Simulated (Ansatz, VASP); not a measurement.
# TaN: VASP beside Ansatz

The input INCAR:

```
ALGO = Normal ; EDIFF = 1E-6
ENCUT = 520 ; GGA = PS
ISIF = 2 ; ISMEAR = -1
LASPH = T ; LCHARG = F
LREAL = F ; LWAVE = F
NBANDS = 15 ; NELM = 100
PREC = Accurate ; SIGMA = 0.02
```

KPOINTS

```
k-points
0
Gamma
  9 9 9
```

Contents of POSCAR:

```
TaN
1.0
    0.0000000000      2.1790000000      2.2225800000
    2.1790000000      0.0000000000      2.2225800000
    2.1790000000      2.1790000000      0.0000000000
Ta N
1 1
Direct
    0.5000000000      0.5000000000      0.5000000000
    0.0000000000      0.0000000000      0.0000000000
```

Input for Ansatz:

```yaml
crystal:
  lattice:
    - [0.0, 2.179, 2.22258]
    - [2.179, 0.0, 2.22258]
    - [2.179, 2.179, 0.0]
  atoms:
    - { symbol: Ta, position: [0.5, 0.5, 0.5] }
    - { symbol: "N", position: [0.0, 0.0, 0.0] }
kpoints:
  mp_grid: { grid: [9, 9, 9] }
  band_path:
    path:
      - [0.0, 0.0, 0.0]
      - [0.0, 0.5, 0.5]
      - [0.25, 0.75, 0.5]
      - [0.0, 0.5, 0.0]
      - [0.0, 0.0, 0.0]
      - [0.5, 0.5, 0.0]
      - [0.3701460977, 0.6298539023, 0.0]
      - [-0.3701460977, 0.3701460977, 0.0]
      - [0.0, 0.0, 0.0]
    npoints: 5
scf:
  occupations: { method: fermi_dirac, width: 0.02 }
hamiltonian:
  xc: pbesol
  pseudopotentials: { kind: all_electron, lapw: { basis_error: 0.0005 } }
output:
  forces: true
  stress: true
  eigenvalues: true
```

Change from the starting cell: zz strain of +2 %.

Alike in both runs: task single point; functional PBEsol; k mesh 9 × 9 × 9; occupations fermi-dirac, width 0.02 eV; no spin polarisation.

|  | VASP | Ansatz |
| --- | --- | --- |
| version | VASP 6.6.1 | Ansatz 0.2.0 |
| potentials or method | VASP PAW PBE potentials, release 64 (Ta_pv, N), cutoff 520 eV | all-electron LAPW, scalar-relativistic |

|  | VASP | Ansatz | Ansatz less VASP |
| --- | --- | --- | --- |
| pressure (GPa) | -1.5 | -2.4 | -0.94 |
| traceless stress, the component that is largest in VASP (GPa) | -8.84 | -8.77 | +0.069 |

VASP's potentials were made for PBE, not for PBEsol. Ansatz ran all-electron here, and VASP with PAW potentials.

Spin-orbit coupling is off throughout.
